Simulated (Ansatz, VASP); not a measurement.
One calculation of Sb2Au, two programs

```
CELL_PARAMETERS angstrom
0.00000 3.31687 3.31687
3.31687 0.00000 3.31687
3.31687 3.31687 0.00000
ATOMIC_POSITIONS crystal
Sb 0.25000 0.25000 0.25000
Sb 0.75000 0.75000 0.75000
Au 0.00000 0.00000 0.00000
```

Change from the starting cell: volume scaled by 0.99, crystal datasets.

Alike in both runs: task electric field gradients; functional LDA; k mesh 9 × 9 × 9; occupations fermi-dirac, width 0.08 eV; no spin polarisation.

|  | VASP | Ansatz |
| --- | --- | --- |
| version | VASP 6.6.1 | Ansatz 0.2.0 |
| potentials or method | VASP PAW LDA potentials, release 64 (Sb, Au), cutoff 520 eV | all-electron PAW with datasets made for the crystal, scalar-relativistic |

Ansatz gave:

```
pressure (GPa) : 4.0
```

**Question.** Which values does VASP return?

**Answer.** Pressure (GPa): 4.2.

LDA's correlation is that of Perdew and Zunger in VASP and of Perdew and Wang (1992) in Ansatz. Ansatz ran all-electron here, and VASP with PAW potentials.

Spin-orbit coupling is off throughout.
